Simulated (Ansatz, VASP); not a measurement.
Two plane-wave programs on ZnRe

```
Zn Re
1.0
     3.04367    0.00000    0.00000
     0.00000    3.04367    0.00000
     0.00000    0.00000    3.04367
Zn Re
1 1
Direct
  0.00000 0.00000 0.00000
  0.50000 0.50000 0.50000
```

Alike in both runs: functional PBE; k mesh 6 × 6 × 6; occupations gaussian, width 0.1 eV; no spin polarisation.

Ansatz relaxed the structure, and its values are those at the end. VASP's run is a single point on that final structure, the one shown.

```csv
,VASP,Ansatz
version,VASP 6.6.1,Ansatz 0.2.0
potentials or method,"VASP PAW PBE potentials, release 64 (Zn, Re), cutoff 520 eV","scalar-relativistic, plane waves, PAW"
valence electrons in the cell,19,27
```

Ansatz gave:

```
gap on the k mesh at the Fermi level (eV) : none
pressure (GPa)                            : 0.0
```

Problem. Estimate VASP's values.

Solution. gap on the k mesh at the Fermi level (eV): none; pressure (GPa): 0.6.

A gap of «none» marks a metal or a gap that the smearing closes. VASP's potentials hold 19 valence electrons a cell and Ansatz's 27, so a difference there can come from the potentials and not from the codes.

Neither program's run includes spin-orbit coupling.
